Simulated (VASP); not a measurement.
# Si in VASP: notebook, part 2 of 2

VASP 6.6.1. Earlier steps stand in the parts before.

## (3) Single point, LDA, collinear spin

Input file INCAR:

```
ALGO     = Normal         # electronic algorithm
DIPOL    = 0.5 0.5 0.337
EDIFF    = 1E-6           # SCF threshold, eV
ENCUT    = 520            # plane-wave cutoff, eV
GGA      = CA             # functional
IDIPOL   = 3            
ISIF     = 2              # what is computed and relaxed
ISMEAR   = 0              # smearing method
ISPIN    = 2              # spin polarisation
LASPH    = True           # aspherical terms in the spheres
LCHARG   = True           # write CHGCAR
LDIPOL   = True         
LELF     = True           # ELF
LORBIT   = 11             # projections on sites
LREAL    = False          # projectors in reciprocal space
LVACPOTAV= True         
LVHAR    = True         
LWAVE    = False          # write WAVECAR
MAGMOM   = 0 0 0 0 2      # initial moments
NBANDS   = 22             # bands
NELM     = 150            # most SCF steps
PREC     = Accurate       # precision mode
SIGMA    = 0.05           # smearing width, eV
```

Input file KPOINTS:

```
k-points
0
Gamma
  7 7 1
```

Input file POSCAR:

```
Si
1.0
    3.8195065206      0.0000000000      0.0000000000
    0.0000000000      3.8195065206      0.0000000000
    0.0000000000      0.0000000000     21.0645252450
Si
5
Direct
    0.0000000000      0.5000000000      0.1898927203
    0.0000000000      0.0000000000      0.2540004780
    0.5000000000      0.0000000000      0.3202822601
    0.5000000000      0.5000000000      0.3828486591
    0.7500000000      0.7500000000      0.5380859579
```

Potentials or basis: VASP PAW LDA potentials, release 64 (Si).

Launch:

```console
> cat potpaw_LDA.64/Si/POTCAR > POTCAR
> mpirun -np 1 vasp_std > vasp.out
```

OUTCAR:

```text
EDIFF = 1E-6
   ENCUT = 520
   GGA = CA
   ISIF = 2
   ISMEAR = 0
   ISPIN = 2
   LASPH = True
   LORBIT = 11
   LREAL = False
   NELM = 150
   PREC = Accurate

 ion  position               nearest neighbor table
   1  0.000  0.500  0.190-   2 2.34   2 2.34
   2  0.000  0.000  0.254-   1 2.34   1 2.34   3 2.37   3 2.37
   3  0.500  0.000  0.320-   4 2.32   4 2.32   2 2.37   2 2.37
   4  0.500  0.500  0.383-   3 2.32   3 2.32
   5  0.750  0.750  0.538-

  LATTYP: Found a simple tetragonal cell.
 ALAT       =     3.8195065206
 C/A-ratio  =     5.5149860673

  Lattice vectors:

 A1 = (   3.8195065206,   0.0000000000,   0.0000000000)
 A2 = (   0.0000000000,   3.8195065206,   0.0000000000)
 A3 = (   0.0000000000,   0.0000000000,  21.0645252450)

Analysis of symmetry for initial positions (statically):
=====================================================================
 Subroutine PRICEL returns:
 Original cell was already a primitive cell.

 Routine SETGRP: Setting up the symmetry group for a
 simple tetragonal supercell.

 Subroutine GETGRP returns: Found  1 space group operations
 (whereof  1 operations were pure point group operations)
 out of a pool of 16 trial point group operations.

The static configuration has the point symmetry C_1 .

Analysis of symmetry for dynamics (positions and initial velocities):
=====================================================================
 Subroutine PRICEL returns:
 Original cell was already a primitive cell.

 Routine SETGRP: Setting up the symmetry group for a
 simple tetragonal supercell.

 Subroutine GETGRP returns: Found  1 space group operations
 (whereof  1 operations were pure point group operations)
 out of a pool of 16 trial point group operations.

The dynamic configuration has the point symmetry C_1 .

Analysis of structural, dynamic, and magnetic symmetry:
[... 161 lines left out ...]
  ---------------------------------------------------
  free energy    TOTEN  =       -22.65777938 eV

  energy without entropy =      -22.65249517  energy(sigma->0) =      -22.65513727

 E-fermi :  -1.5226     XC(G=0):  -4.5041

 val. band max:       -1.5283954560   @ k =  -0.2857   0.2857   0.0000
 cond. band min:      -1.5125473153   @ k =   0.0000   0.2857   0.0000
 fundamental gap:      0.0158481407
 Fermi energy:        -1.5226270733

 spin component 1

 k-point     1 :       0.0000    0.0000    0.0000
  band No.  band energies     occupation
      1     -12.4964      1.00000
      2     -10.3230      1.00000
      3      -8.6569      1.00000
      4      -6.9485      1.00000
      5      -3.5237      1.00000
      6      -3.4278      1.00000
[... 589 lines left out ...]
     21       4.8458      0.00000
     22       5.3180      0.00000

 [... further k-points ...]

 spin component 2

 k-point     1 :       0.0000    0.0000    0.0000
  band No.  band energies     occupation
      1     -12.4921      1.00000
      2     -10.3175      1.00000
      3      -8.5287      1.00000
      4      -6.9372      1.00000
      5      -3.5192      1.00000
      6      -3.4063      1.00000
[... 589 lines left out ...]
     21       4.8839      0.00000
     22       5.3645      0.00000

 [... further k-points ...]
[... 5 lines left out ...]
  --------------------------------------------------------------------------------------
  -------------------------------------------------------------------------------------
  Total       -6.8391105     -4.1916347     -3.9546996     -0.2264326     -1.0640853     -0.7184587
  in kB      -35.6569356    -21.8538434    -20.6185391     -1.1805470     -5.5478005     -3.7458141
  external PRESSURE =     -26.0431060 kB  Pullay stress =       0.0000000 kB

 VOLUME and BASIS-vectors are now :
 -----------------------------------------------------------------------------
  energy-cutoff  :      520.00
  volume of cell :      307.30
      direct lattice vectors                 reciprocal lattice vectors
     3.819506521  0.000000000  0.000000000     0.261813927  0.000000000  0.000000000
     0.000000000  3.819506521  0.000000000     0.000000000  0.261813927  0.000000000
     0.000000000  0.000000000 21.064525245     0.000000000  0.000000000  0.047473180

 POSITION                                       TOTAL-FORCE (eV/Angst)
 -----------------------------------------------------------------------------------
      0.00000      1.90975      4.00000         0.037349     -0.003707      0.109972
      0.00000      0.00000      5.35040        -0.014528      0.058535      0.049231
      1.90975      0.00000      6.74659        -0.029143     -0.079419      0.031408
      1.90975      1.90975      8.06453         0.203419      0.338028      0.825982
      2.86463      2.86463     11.33453        -0.197096     -0.313437     -1.016593
 -----------------------------------------------------------------------------------
    total drift:                                0.000005      0.000002     -0.000009

  FREE ENERGIE OF THE ION-ELECTRON SYSTEM (eV)
  ---------------------------------------------------
  free  energy   TOTEN  =       -22.6577793832 eV

  energy  without entropy=      -22.6524951666  energy(sigma->0) =      -22.65513727

 vacuum level on the upper side and lower side of the slab         3.006         4.050

 total charge

# of ion       s       p       d       tot
------------------------------------------
    1        0.868   0.729   0.000   1.597
    2        0.781   0.912   0.000   1.694
    3        0.776   0.917   0.000   1.693
    4        0.844   0.746   0.000   1.591
    5        0.959   0.486   0.000   1.444
--------------------------------------------------
tot          4.228   3.790   0.000   8.019

 magnetization (x)

# of ion       s       p       d       tot
------------------------------------------
    1        0.001   0.003   0.000   0.003
    2        0.000   0.002   0.000   0.002
    3       -0.000   0.001   0.000   0.001
    4       -0.000   0.001   0.000   0.001
    5        0.004   0.052   0.000   0.056
--------------------------------------------------
tot          0.004   0.060   0.000   0.064
```

OSZICAR:

```text
N       E                     dE             d eps       ncg     rms          rms(c)
DAV:   1     0.659560436956E+02    0.65956E+02   -0.60199E+03  2200   0.641E+02
DAV:   2    -0.171052612181E+02   -0.83061E+02   -0.78996E+02  2994   0.109E+02
DAV:   3    -0.237383696489E+02   -0.66331E+01   -0.65303E+01  2804   0.298E+01
[... 20 lines left out ...]
DAV:  24    -0.226577698776E+02   -0.12816E-04   -0.19026E-06  2714   0.283E-03    0.155E-03
DAV:  25    -0.226577743729E+02   -0.44953E-05   -0.51738E-07  2350   0.154E-03    0.134E-03
DAV:  26    -0.226577771883E+02   -0.28153E-05   -0.39162E-07  2302   0.127E-03    0.101E-03
DAV:  27    -0.226577788308E+02   -0.16425E-05   -0.32116E-07  2284   0.124E-03    0.611E-04
DAV:  28    -0.226577793832E+02   -0.55239E-06   -0.11801E-07  2292   0.848E-04
   1 F= -.22657779E+02 E0= -.22655137E+02  d E =-.528422E-02  mag=     0.2220
```

stdout:

```text
POSCAR found type information on POSCAR Si
 POSCAR found :  1 types and       5 ions
 scaLAPACK will be used
 LDA part: xc-table for (Slater(with rela. corr.)+CA(PZ))
 , standard interpolation
 POSCAR, INCAR and KPOINTS ok, starting setup
 FFT: planning ... GRIDC
 FFT: planning ... GRID_SOFT
 FFT: planning ... GRID
 WAVECAR not read
 entering main loop
 -----------------------------------------------------------------------------
|                                                                             |
|           W    W    AA    RRRRR   N    N  II  N    N   GGGG   !!!           |
|           W    W   A  A   R    R  NN   N  II  NN   N  G    G  !!!           |
|           W    W  A    A  R    R  N N  N  II  N N  N  G       !!!           |
|           W WW W  AAAAAA  RRRRR   N  N N  II  N  N N  G  GGG   !            |
|           WW  WW  A    A  R   R   N   NN  II  N   NN  G    G                |
|           W    W  A    A  R    R  N    N  II  N    N   GGGG   !!!           |
|                                                                             |
|     Did not find any points to average over, which means that no vacuum     |
|     field-free region was found. Please increase the size of  your cell     |
|     in the dimension of the dipole correction to obtain accurate            |
|     workfunction values.                                                    |
|                                                                             |
 -----------------------------------------------------------------------------
```

Wall time 5.9 min (1 thread of Intel Xeon Platinum 8488C (Sapphire Rapids), shared host); peak memory 0.42 GiB.

Results:

```
Free energy                                           : -22.6578 eV
Largest force                                         : 1.082 eV/Å
Net moment                                            : 0.22 μB per cell
Site moments                                          : Si +0.00, +0.06 μB
Valence electrons inside the program's atomic spheres : Si 1.60, 1.69, 1.59, 1.44
```

Forces in eV/Å, atoms in the order of the input:
```
Si   0.037 -0.004  0.110
Si  -0.015  0.059  0.049
Si  -0.029 -0.079  0.031
Si   0.203  0.338  0.826
Si  -0.197 -0.313 -1.017
```

## (4) Single point, LDA, collinear spin

Input file INCAR:

```
SYSTEM = Si
PREC = Accurate
ENCUT = 520
EDIFF = 1E-7
ISMEAR = 0
SIGMA = 0.05
LREAL = .False.
LASPH = .True.
NELM = 150
ALGO = Normal
ISIF = 2
LWAVE = .False.
LCHARG = .False.
ISPIN = 2
MAGMOM = 0 0 0 0 2
LORBIT = 11
LDIPOL = .True.
IDIPOL = 3
DIPOL = 0.5 0.5 0.328
NBANDS = 22
```

Input file KPOINTS:

```
Automatic mesh
0
Gamma
  7 7 1
  0 0 0
```

Changes to POSCAR since step 3:

```diff
@@ -12,2 +12,2 @@
     0.5000000000      0.5000000000      0.3828486591
-    0.7500000000      0.7500000000      0.5380859579
+    0.6250000000      0.6250000000      0.4953600959
```

Launch:

```console
> cat potpaw_LDA.64/Si/POTCAR > POTCAR
> mpirun -np 1 vasp_std > vasp.out
```

It took 5.9 min on 1 thread of Intel Xeon Platinum 8488C (Sapphire Rapids), shared host; peak memory 0.43 GiB.

Results (log left out):

| Property | Result |
| --- | --- |
| Free energy | -24.3706 eV |
| Largest force | 1.305 eV/Å |
| Band gap on the k mesh | zero (filled and empty bands overlap) |
| Net moment | 0.00 μB per cell |
| Valence electrons inside the program's atomic spheres | Si 1.60, 1.70, 1.69, 1.63, 1.50 |

Forces in eV/Å, atoms in the order of the input:
```
Si   0.069 -0.014  0.016
Si  -0.031  0.075  0.154
Si  -0.126 -0.042 -0.046
Si   0.196  0.349  1.124
Si  -0.108 -0.368 -1.248
```

Levels at points of the mesh, in eV from the Fermi level:
Spin up:
```csv
k point,band 7,band 8,band 9,band 10,band 11,band 12,band 13,band 14
"(0.00, 0.00, 0.00)",-1.76,-0.62,-0.11,1.03,1.48,1.81,2.05,2.27
```
Spin down:
```csv
k point,band 8,band 9,band 10,band 11,band 12,band 13
"(0.00, 0.00, 0.00)",-0.62,-0.11,1.03,1.48,1.81,2.05
```
